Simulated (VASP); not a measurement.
# CaO (Fm-3m) in VASP: single point with PBEsol

Aim: the single point of CaO with PBEsol.

Everything below comes from runs of VASP 6.6.1. Logs are shortened: lines on timing, memory, paths and dates and some standing lists are left out, and cuts for length are marked.

### Step 1. The cell of the first run

Symmetry: Fm-3m, No. 225, cubic system. The conventional cell has a = 4.767 Å, b = 4.767 Å, c = 4.767 Å, α = 90.00°, β = 90.00°, γ = 90.00°. Ca (site symmetry m-3m) has 6 O at 2.38 Å within 3.1 Å. O (site symmetry m-3m) has 6 Ca at 2.38 Å within 3.1 Å.

### Step 2. Single point, PBEsol

INCAR

```
SYSTEM = CaO
  PREC = Accurate
  ENCUT = 520
  EDIFF = 1E-7
  ISMEAR = -1
  SIGMA = 0.05
  LREAL = .FALSE.
  LASPH = .TRUE.
  NELM = 80
  ALGO = Normal
  ISIF = 2
  LWAVE = .FALSE.
  LCHARG = .TRUE.
  GGA = PS
  LELF = .TRUE.
  LVHAR = .TRUE.
  NBANDS = 15
```

KPOINTS

```
regular mesh
0
G
  18 18 18
  0 0 0
```

POSCAR

```
CaO
1.0
    0.0000000000      2.3835738961      2.3835738961
    2.3835738961      0.0000000000      2.3835738961
    2.3835738961      2.3835738961      0.0000000000
Ca O
1 1
Direct
    0.0000000000      0.0000000000      0.0000000000
    0.5000000000      0.5000000000      0.5000000000
```

Potentials or basis: VASP PAW PBE potentials, release 64 (Ca_sv, O).

The run is started by

```
$ cat potpaw_PBE.64/Ca_sv/POTCAR potpaw_PBE.64/O/POTCAR > POTCAR
$ mpirun -np 1 vasp_std > vasp.out
```

OUTCAR:

```text
SYSTEM = CaO
   PREC = Accurate
   ENCUT = 520
   EDIFF = 1E-7
   ISMEAR = -1
   LREAL = .FALSE.
   LASPH = .TRUE.
   NELM = 80
   ISIF = 2
   GGA = PS

 ion  position               nearest neighbor table
   1  0.000  0.000  0.000-   2 2.38   2 2.38   2 2.38   2 2.38   2 2.38   2 2.38
   2  0.500  0.500  0.500-   1 2.38   1 2.38   1 2.38   1 2.38   1 2.38   1 2.38

  LATTYP: Found a face centered cubic cell.
 ALAT       =     4.7671477922

  Lattice vectors:

 A1 = (   0.0000000000,   2.3835738961,   2.3835738961)
 A2 = (   2.3835738961,   0.0000000000,   2.3835738961)
 A3 = (   2.3835738961,   2.3835738961,   0.0000000000)

Analysis of symmetry for initial positions (statically):
=====================================================================
 Subroutine PRICEL returns:
 Original cell was already a primitive cell.

 Routine SETGRP: Setting up the symmetry group for a
 face centered cubic supercell.

 Subroutine GETGRP returns: Found 48 space group operations
 (whereof 48 operations were pure point group operations)
 out of a pool of 48 trial point group operations.

The static configuration has the point symmetry O_h .

Analysis of symmetry for dynamics (positions and initial velocities):
=====================================================================
 Subroutine PRICEL returns:
 Original cell was already a primitive cell.

 Routine SETGRP: Setting up the symmetry group for a
 face centered cubic supercell.

 Subroutine GETGRP returns: Found 48 space group operations
 (whereof 48 operations were pure point group operations)
 out of a pool of 48 trial point group operations.

The dynamic configuration has the point symmetry O_h .

 Subroutine INISYM returns: Found 48 space group operations
 (whereof 48 operations are pure point group operations),
 and found     1 'primitive' translations

----------------------------------------------------------------------------------------

                                     Primitive cell

  volume of cell :      27.0842

  direct lattice vectors                    reciprocal lattice vectors
     0.000000000  2.383573896  2.383573896    -0.209769037  0.209769037  0.209769037
     2.383573896  0.000000000  2.383573896     0.209769037 -0.209769037  0.209769037
     2.383573896  2.383573896  0.000000000     0.209769037  0.209769037 -0.209769037

  length of vectors
     3.370882531  3.370882531  3.370882531     0.363330629  0.363330629  0.363330629

  position of ions in fractional coordinates (direct lattice)
     0.000000000  0.000000000  0.000000000
     0.500000000  0.500000000  0.500000000

  ion indices of the primitive-cell ions
   primitive index   ion index
                 1           1
                 2           2

----------------------------------------------------------------------------------------

 KPOINTS: regular mesh

Automatic generation of k-mesh.
 Grid dimensions read from file:
 generate k-points for:   18   18   18

 Generating k-lattice:

  Cartesian coordinates                     Fractional coordinates (reciprocal lattice)
    -0.011653835  0.011653835  0.011653835     0.055555556  0.000000000  0.000000000
     0.011653835 -0.011653835  0.011653835     0.000000000  0.055555556  0.000000000
     0.011653835  0.011653835 -0.011653835     0.000000000  0.000000000  0.055555556

  Length of vectors
     0.020185035  0.020185035  0.020185035

  Shift w.r.t. Gamma in fractional coordinates (k-lattice)
     0.000000000  0.000000000  0.000000000

 Subroutine IBZKPT returns following result:
 ===========================================

 Found    195 irreducible k-points:

 Following reciprocal coordinates:
            Coordinates               Weight
  0.000000  0.000000  0.000000      1.000000
  0.055556  0.000000  0.000000      8.000000
  0.111111  0.000000  0.000000      8.000000
  0.166667  0.000000  0.000000      8.000000
  0.222222  0.000000  0.000000      8.000000
  0.277778  0.000000  0.000000      8.000000
[... 16 lines left out ...]
 -0.277778  0.055556  0.000000     24.000000
 -0.222222  0.055556  0.000000     24.000000
 [... further k-points ...]
   k-points           NKPTS =    195   k-points in BZ     NKDIM =    195   number of bands    NBANDS=     15
   number of dos      NEDOS =    301   number of ions     NIONS =      2
   total plane-waves  NPLWV =  21952
   dimension x,y,z NGX =    28 NGY =   28 NGZ =   28
   dimension x,y,z NGXF=    56 NGYF=   56 NGZF=   56
   ions per type =               1   1
   NGX,Y,Z   is equivalent  to a cutoff of  13.81, 13.81, 13.81 a.u.
   NGXF,Y,Z  is equivalent  to a cutoff of  27.62, 27.62, 27.62 a.u.
 SYSTEM =  CaO
   PREC   = accura    normal or accurate (medium, high low for compatibility)
   ISTART =      0    job   : 0-new  1-cont  2-samecut
   ICHARG =      2    charge: 1-file 2-atom 10-const
   ISPIN  =      1    spin polarized calculation?
   LNONCOLLINEAR =      F non collinear calculations
   LSORBIT =      F    spin-orbit coupling
   LASPH  =      T    aspherical Exc in radial PAW
   ENCUT  =  520.0 eV  38.22 Ry    6.18 a.u.   6.27  6.27  6.27*2*pi/ulx,y,z
   NELM   =     80;   NELMIN=  2; NELMDL= -5     # of ELM steps
   EDIFF  = 0.1E-06   stopping-criterion for ELM
   LREAL  =      F    real-space projection
   EDIFFG = 0.1E-05   stopping-criterion for IOM
   NSW    =      0    number of steps for IOM
   IBRION =     -1    ionic relax: 0-MD 1-quasi-New 2-CG
   NFREE  =      0    steps in history (QN), initial steepest desc. (CG)
   ISIF   =      2    stress and relaxation
   ISYM   =      2    0-nonsym 1-usesym 2-fastsym
   POTIM  = 0.5000    time-step for ionic-motion
   TEBEG  =    0.0;   TEEND  =   0.0 temperature during run
   PSTRESS=    0.0 pullay stress
   NELECT =      16.0000    total number of electrons
   NUPDOWN=      -1.0000    fix difference up-down
   EMIN   =  10.00;   EMAX   =-10.00  energy-range for DOS
   EFERMI =   0.00;   METHOD = LEGACY
   ISMEAR =    -1;   SIGMA  =   0.05  broadening in eV -4-tet -1-fermi 0-gaus
   EFERMI_NEDOS =   21; number of points for ismear=-14 and -15
   IALGO  =     38    algorithm
   IMIX   =      4    mixing-type and parameters
     AMIX     =   0.40;   BMIX     =  1.00
     AMIX_MAG =   1.60;   BMIX_MAG =  1.00
  volume/ion in A,a.u.               =      13.54        91.39
  Fermi-wavevector in a.u.,A,eV,Ry     =   1.373650  2.595823 25.673042  1.886915
  Thomas-Fermi vector in A             =   2.499148
   LORBIT       =      0    0 simple, 1 ext, 2 COOP (PROOUT), +10 PAW based schemes
   GGA     = PS    functional components
   LHFCALC =     F    Hartree Fock is set to
   AEXX    =    0.0000 exact exchange contribution
   IVDW    =     0    specifies the selected vdW correction
   LEPSILON=     F    determine dielectric tensor
   LRPA    =     F    only Hartree local field effects (RPA)
 non-spin polarized calculation
  energy-cutoff  :      520.00
  volume of cell :       27.08
 maximum number of plane-waves:       745
 NGX is ok and might be reduce to    28
   NGX = 13   NGY = 13   NGZ = 13

 number of electron      15.9999997 magnetization

 Free energy of the ion-electron system (eV)
  ---------------------------------------------------
  ext. energy  EPLUGINS =         0.00000000
  ---------------------------------------------------
  free energy    TOTEN  =       -13.41079923 eV

  energy without entropy =      -13.41079923  energy(sigma->0) =      -13.41079923

 E-fermi :   3.3358     XC(G=0): -10.8589

 val. band max:        2.3354319194   @ k =   0.0000   0.0000   0.0000
 cond. band min:       5.8576240454   @ k =   0.5000   0.5000   0.0000
 fundamental gap:      3.5221921261
 Fermi energy:         3.3357777940

 k-point     1 :       0.0000    0.0000    0.0000
  band No.  band energies     occupation
      1     -34.9520      2.00000
      2     -15.7739      2.00000
      3     -15.7739      2.00000
      4     -15.7739      2.00000
      5     -13.1569      2.00000
      6       2.3354      2.00000
      7       2.3354      2.00000
      8       2.3354      2.00000
      9       7.0996      0.00000
     10       8.5857      0.00000
     11       8.5857      0.00000
     12       8.5857      0.00000
     13      10.1665      0.00000
     14      10.1665      0.00000
     15      17.3161      0.00000

 k-point     2 :       0.0556    0.0000    0.0000
  band No.  band energies     occupation
      1     -34.9484      2.00000
      2     -15.8297      2.00000
      3     -15.7757      2.00000
      4     -15.7757      2.00000
      5     -13.0992      2.00000
      6       2.2101      2.00000
      7       2.2878      2.00000
      8       2.2878      2.00000
      9       7.2536      0.00000
     10       8.5701      0.00000
     11       8.6420      0.00000
     12       8.6420      0.00000
     13      10.2471      0.00000
     14      10.2471      0.00000
     15      17.4623      0.00000

 k-point     3 :       0.1111    0.0000    0.0000
  band No.  band energies     occupation
      1     -34.9382      2.00000
      2     -15.9788      2.00000
      3     -15.7809      2.00000
      4     -15.7809      2.00000
      5     -12.9447      2.00000
      6       1.8806      2.00000
      7       2.1551      2.00000
      8       2.1551      2.00000
      9       7.6658      0.00000
     10       8.5428      0.00000
     11       8.8068      0.00000
     12       8.8068      0.00000
     13      10.4777      0.00000
     14      10.4777      0.00000
     15      17.8444      0.00000

 k-point     4 :       0.1667    0.0000    0.0000
  band No.  band energies     occupation
      1     -34.9224      2.00000
      2     -16.1822      2.00000
      3     -15.7888      2.00000
      4     -15.7888      2.00000
      5     -12.7322      2.00000
      6       1.4391      2.00000
      7       1.9635      2.00000
      8       1.9635      2.00000
      9       8.2166      0.00000
     10       8.5666      0.00000
     11       9.0680      0.00000
     12       9.0680      0.00000
     13      10.8280      0.00000
     14      10.8280      0.00000
     15      18.2850      0.00000
[... 307 lines left out ...]
 k-point    22 :      -0.3333    0.0556    0.0000
  band No.  band energies     occupation
      1     -34.8550      2.00000
      2     -16.8339      2.00000
      3     -15.8499      2.00000
      4     -15.8132      2.00000
      5     -12.0398      2.00000
      6       0.0337      2.00000
      7       1.2327      2.00000
      8       1.3510      2.00000
      9       8.9137      0.00000
     10      10.1537      0.00000
     11      10.1849      0.00000
     12      10.6522      0.00000
     13      12.2543      0.00000
     14      12.4960      0.00000
     15      17.5995      0.00000

 k-point    23 :      -0.2778    0.0556    0.0000
  band No.  band energies     occupation
      1     -34.8734      2.00000
      2     -16.6723      2.00000
      3     -15.8423      2.00000
      4     -15.8016      2.00000
      5     -12.2104      2.00000
      6       0.3686      2.00000
      7       1.3906      2.00000
      8       1.5458      2.00000
      9       8.6683      0.00000
     10       9.7521      0.00000
     11       9.7939      0.00000
     12      10.2117      0.00000
     13      11.7734      0.00000
     14      12.0855      0.00000
     15      18.1468      0.00000

 k-point    24 :      -0.2222    0.0556    0.0000
  band No.  band energies     occupation
      1     -34.8937      2.00000
      2     -16.4781      2.00000
      3     -15.8315      2.00000
      4     -15.7906      2.00000
      5     -12.4145      2.00000
      6       0.7704      2.00000
      7       1.5863      2.00000
      8       1.7657      2.00000
      9       8.4953      0.00000
     10       9.1709      0.00000
     11       9.4131      0.00000
     12       9.8091      0.00000
     13      11.2978      0.00000
     14      11.6333      0.00000
     15      18.5186      0.00000

 [... further k-points ...]

------------------------ aborting loop because EDIFF is reached ----------------------------------------

  FORCE on cell =-STRESS in cart. coord.  units (eV):
  Direction    XX          YY          ZZ          XY          YZ          ZX
  --------------------------------------------------------------------------------------
  -------------------------------------------------------------------------------------
  Total        0.1105558      0.1105558      0.1105558      0.0000000      0.0000000      0.0000000
  in kB        6.5399768      6.5399768      6.5399768      0.0000000      0.0000000      0.0000000
  external PRESSURE =       6.5399768 kB  Pullay stress =       0.0000000 kB

 VOLUME and BASIS-vectors are now :
 -----------------------------------------------------------------------------
  energy-cutoff  :      520.00
  volume of cell :       27.08
      direct lattice vectors                 reciprocal lattice vectors
     0.000000000  2.383573896  2.383573896    -0.209769037  0.209769037  0.209769037
     2.383573896  0.000000000  2.383573896     0.209769037 -0.209769037  0.209769037
     2.383573896  2.383573896  0.000000000     0.209769037  0.209769037 -0.209769037

 POSITION                                       TOTAL-FORCE (eV/Angst)
 -----------------------------------------------------------------------------------
      0.00000      0.00000      0.00000        -0.000000     -0.000000     -0.000000
      2.38357      2.38357      2.38357         0.000000      0.000000      0.000000
 -----------------------------------------------------------------------------------
    total drift:                                0.000000      0.000000      0.000000

  FREE ENERGIE OF THE ION-ELECTRON SYSTEM (eV)
  ---------------------------------------------------
  free  energy   TOTEN  =       -13.4107992343 eV

  energy  without entropy=      -13.4107992343  energy(sigma->0) =      -13.41079923
```

It took 54 s on 1 thread of Intel Xeon Platinum 8488C (Sapphire Rapids), shared host; peak memory 0.21 GiB.

Results:

| Property | Result |
| --- | --- |
| Free energy | -13.4108 eV |
| Pressure | 0.7 GPa |
| Band gap on the k mesh | 3.52 eV, indirect (least direct gap 3.89 eV) |

Caveat: the PAW data sets were made with another functional, which shifts forces and pressure a little. A hybrid or GW would open this gap; PBEsol tends to underestimate it.
